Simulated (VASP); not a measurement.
Wanted: the native input for a VASP 6.6.1 run.

```yaml
Task: single point
Functional: LDA
Potentials_or_basis: VASP PAW LDA potentials, release 64 (Si, O, N)
Cutoff: 520 eV
k_mesh: 1 × 1 × 1
Occupations: gaussian, width 0.05 eV
Spin: collinear spin, zero start
Starting_moments: "[0.0, 0.0, 0.0, 0.0, 0.0, 0.0, 0.0, 0.0, 0.0, 0.0, 0.0, 0.0, 0.0, 0.0, 0.0, 0.0, 0.0, 0.0, 0.0, 0.0, 0.0, 0.0, 0.0] μB"
Dipole_correction: no
Further_INCAR_settings: ALGO = Normal; EDIFF = 1e-06; NBANDS = 82
```

The structure of Si8NO14 (a cell with a defect) lies in POSCAR:

```
Si8NO14
1.0
   -4.1693000000     -4.1693000000      0.0000000000
    4.1693000000     -4.1693000000      0.0000000000
    0.0000000000      0.0000000000      5.3304000000
Si O N
8 14 1
Direct
    0.4998825942      0.5019654378      0.0019077368
   -0.0001170460      0.5000935409      0.2503843989
    0.4998822344      0.5019638788      0.4988606859
   -0.0001182453      0.4861151752      0.7503843989
   -0.0001168062     -0.0001978749      0.0226074966
    0.4998819946      0.0003259540      0.2503842113
   -0.0001184851     -0.0001921186      0.4781599880
    0.4998825942      0.0025295613      0.7503840237
    0.1933166239      0.5008946346      0.0018936665
   -0.0001192047      0.1995685127      0.2503817725
    0.8064476051      0.5008965534      0.0018942293
   -0.0001166863      0.8013948385      0.2503872130
    0.1933166239      0.5008910369      0.4988749437
    0.8064476051      0.5008931955      0.4988743809
    0.6905115967     -0.0019689156      0.0094263095
    0.4998804356      0.6921117454      0.2503851493
    0.3092525124     -0.0019671168      0.0094259343
    0.4998825942      0.3091052455      0.2503832733
    0.6905117166     -0.0019654378      0.4913419256
    0.4998816348      0.6956981987      0.7503832733
    0.3092527523     -0.0019637589      0.4913424884
    0.4998831938      0.3083829420      0.7503849617
   -0.0001186050      1.0960282302      0.7503851493
```

These files were run (other wordings do the same):

INCAR

```
ALGO = Normal
EDIFF = 1E-6
ENCUT = 520
GGA_COMPAT = F
ISIF = 2
ISMEAR = 0
ISPIN = 2
LASPH = T
LCHARG = F
LORBIT = 11
LREAL = F
LWAVE = F
MAGMOM = 0 0 0 0 0 0 0 0 0 0 0 0 0 0 0 0 0 0 0 0 0 0 0
NBANDS = 82
NELM = 200
PREC = Accurate
SIGMA = 0.05
```

KPOINTS

```
k-points
0
Gamma
  1 1 1
```

Potentials or basis: VASP PAW LDA potentials, release 64 (Si, O, N).

The run is started by

```console
$ cat potpaw_LDA.64/Si/POTCAR potpaw_LDA.64/O/POTCAR potpaw_LDA.64/N/POTCAR > POTCAR
$ mpirun -np 1 vasp_gam > vasp.out
```

Results of the run:

```
Pressure                                              : 10.6 GPa
Largest force                                         : 4.997 eV/Å
Band gap on the k mesh                                : 0.72 eV
Net moment                                            : 1.00 μB per cell
Site moments                                          : Si +0.00, +0.13, +0.02; O +0.04, +0.01, +0.00, -0.00; N +0.03 μB
Valence electrons inside the program's atomic spheres : Si 1.50, 1.51, 1.45, 1.68, 1.59, 1.44; O 5.22, 5.28, 5.26, 5.23, 5.24; N 4.04
```

Caveat: the k points lie up to 1.18 Å⁻¹ apart.

Run time: 88 s on 1 thread of Intel Xeon 8259CL (shared host), peak memory 0.25 GiB.
